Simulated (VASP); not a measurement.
Runs of VASP 6.6.1 on La2O3. The structure is that of space group P-3m1 (No. 164), or close to it. The cells are those of the table. 

```tsv
cell	gap on the mesh (eV)	pressure (GPa)	largest force (eV/Å)
a = 3.931, b = 3.931, c = 6.112 Å, angles 90.0, 90.0, 120.0°, 5 atoms	(a)	1.6	0.01
a = 3.931, b = 3.948, c = 6.112 Å, angles 90.2, 90.6, 120.4°, 5 atoms	3.85	1.6	0.05
a = 3.931, b = 3.897, c = 6.113 Å, angles 89.6, 88.8, 119.1°, 5 atoms	3.84	1.6	0.10
a = 3.931, b = 3.914, c = 6.112 Å, angles 89.8, 89.4, 119.6°, 5 atoms	3.85	1.6	0.05
```

Alike in all rows: task single point; level PBE; potentials or basis VASP PAW PBE potentials, release 64 (La, O); no spin polarisation; k mesh 6 × 6 × 4; cutoff (eV) 520; smearing gaussian 0.05 eV.

Q: Estimate the missing entries.

A: (a) 3.86.

Caveats: spin-orbit coupling is left out, which moves the levels of the heavy elements.

A k mesh can miss the band edges, and the runs leave out spin-orbit coupling on La.
